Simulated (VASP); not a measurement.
Wanted: the native input for a VASP 6.6.1 run.

```
Task                   : electric field gradients
Functional             : LDA
Potentials or basis    : VASP PAW LDA potentials, release 64 (Sn_d)
Cutoff                 : 520 eV
k mesh                 : 9 × 9 × 9
Occupations            : fermi-dirac, width 0.03 eV
Spin                   : no spin polarisation
Dipole correction      : no
Further INCAR settings : ALGO = Normal; EDIFF = 1e-08; NBANDS = 21
```

The structure of Sn lies in POSCAR:

```
Sn
1.0
    0.0000000000      3.2563828035      3.2563828035
    3.2563828035      0.0000000000      3.2563828035
    3.2563828035      3.2563828035      0.0000000000
Sn
2
Direct
    0.5000000000      0.5000000000      0.5000000000
    0.7500000000      0.7500000000      0.7500000000
```

This cell differs from its parent crystal: volume scaled by 1.01.

These files were run (other wordings do the same):

INCAR

```
SYSTEM = Sn
PREC = Accurate
ENCUT = 520
EDIFF = 1E-8
ISMEAR = -1
SIGMA = 0.03
LREAL = .False.
LASPH = .True.
NELM = 60
ALGO = Normal
ISIF = 2
LWAVE = .False.
LCHARG = .False.
GGA = CA
LEFG = .True.
NBANDS = 21
```

KPOINTS

```
regular mesh
0
Gamma
  9 9 9
  0 0 0
```

Potentials or basis: VASP PAW LDA potentials, release 64 (Sn_d).

Run with:

```console
$ cat potpaw_LDA.64/Sn_d/POTCAR > POTCAR
$ mpirun -np 1 vasp_std > vasp.out
```

Results of the run:

```json
{"Pressure": "-0.8 GPa", "Band gap on the k mesh": "zero (band 14 reaches 5.34 eV, above the bottom of band 15 at 5.15 eV)"}
```

Caveat: without QUAD_EFG the Cq values of the log hold for a quadrupole moment of 1 mb, not for the nuclei; spin-orbit coupling is left out, which moves the levels of the heavy elements.

It took 38 s on 1 thread of Intel(R) Xeon(R) Platinum 8375C CPU @ 2.90GHz (Ice Lake), on a shared host, peak memory 0.19 GiB.
